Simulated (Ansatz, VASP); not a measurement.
# Au: VASP beside Ansatz

Contents of POSCAR:

```
Au
1.0
    2.9434983866      0.0000000000      0.0000000000
   -1.4717491933      2.5491443788      0.0000000000
    0.0000000000      0.0000000000      5.0264000000
Au
2
Direct
    0.3333333333      0.6666666667      0.7500000000
    0.6666666667      0.3333333333      0.2500000000
```

Contents of INCAR.step1:

```
PREC = Accurate ; ENCUT = 520
ISMEAR = 0 ; SIGMA = 0.15
LREAL = False ; LASPH = True
NELM = 80 ; NBANDS = 18
GGA = PE ; ALGO = Normal
EDIFF = 1E-4 ; LWAVE = True
LCHARG = False
```

INCAR.step2

```
PREC = Accurate ; ENCUT = 520
EDIFF = 1E-6 ; ISMEAR = 0
SIGMA = 0.15 ; LREAL = False
LASPH = True ; NELM = 80
ALGO = Normal ; ISIF = 2
LWAVE = False ; LCHARG = False
METAGGA = R2SCAN ; LMIXTAU = True
NBANDS = 18 ; ISTART = 1
```

Contents of KPOINTS:

```
Automatic mesh
0
Gamma
  18 18 10
```

Input for Ansatz:

```yaml
crystal:
  lattice:
    - [2.9434983866, 0.0, 0.0]
    - [-1.4717491933, 2.5491443788, 0.0]
    - [0.0, 0.0, 5.0264]
  atoms:
    - { symbol: Au, position: [0.3333333333, 0.6666666667, 0.75] }
    - { symbol: Au, position: [0.6666666667, 0.3333333333, 0.25] }
basis:
  ecutwfc: 500
kpoints:
  mp_grid: { grid: [18, 18, 10] }
hamiltonian:
  xc: r2scan
scf:
  occupations: { method: gaussian, width: 0.15 }
output:
  forces: true
  stress: true
  eigenvalues: true
```

Change from the starting cell: strain +0.015 along x and y, +0.030 along z, atoms carried along.

Alike in both runs: task single point; functional r2SCAN; k mesh 18 × 18 × 10; occupations gaussian, width 0.15 eV; no spin polarisation.

```csv
,VASP,Ansatz
version,VASP 6.6.1,Ansatz 0.2.0
potentials or method,"VASP PAW PBE potentials, release 64 (Au), cutoff 520 eV","scalar-relativistic, plane waves, PAW"
valence electrons in the cell,22,38
```

```tsv
	VASP	Ansatz	Ansatz less VASP
gap on the k mesh at the Fermi level (eV)	none	none	-
pressure (GPa)	-8.4	-8.5	-0.14
traceless stress, the component that is largest in VASP (GPa)	0.12	0.15	+0.033
```

VASP's potentials were made for PBE, not for r2SCAN. A gap of «none» marks a metal or a gap that the smearing closes. VASP's potentials hold 22 valence electrons a cell and Ansatz's 38, so a difference there can come from the potentials and not from the codes.

Spin-orbit coupling is off throughout.
